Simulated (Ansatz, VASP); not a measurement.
**SnSe2: VASP beside Ansatz**

```
CELL_PARAMETERS angstrom
3.77392 0.00000 0.00000
-1.88696 3.26831 0.00000
0.00000 0.00000 5.55861
ATOMIC_POSITIONS crystal
Sn 0.00000 0.00000 0.00000
Se 0.33333 0.66667 0.26513
Se 0.66667 0.33333 0.73487
```

Alike in both runs: task single point; functional PBE; dispersion D3(BJ); k mesh 12 × 12 × 6; occupations gaussian, width 0.03 eV; no spin polarisation.

|  | VASP | Ansatz |
| --- | --- | --- |
| version | VASP 6.6.1 | Ansatz 0.2.0 |
| potentials or method | VASP PAW PBE potentials, release 64 (Sn_d, Se), cutoff 500 eV | scalar-relativistic, plane waves, PAW |
| valence electrons in the cell | 26 | 46 |

Ansatz gave:

* gap on the k mesh at the Fermi level (eV): 0.19
* least direct gap on the mesh (eV): 0.61
* pressure (GPa): 9.9
* traceless stress, the component that is largest in VASP (GPa): 2.29
* rms of the force components (eV/Å): 0.627

Estimate VASP's values.

gap on the k mesh at the Fermi level (eV): 0.18; least direct gap on the mesh (eV): 0.59; pressure (GPa): 10.0; traceless stress, the component that is largest in VASP (GPa): 2.29; rms of the force components (eV/Å): 0.637.

Atom by atom the forces differ by 0.009 eV/Å (rms over components). VASP's potentials hold 26 valence electrons a cell and Ansatz's 46, so a difference there can come from the potentials and not from the codes.
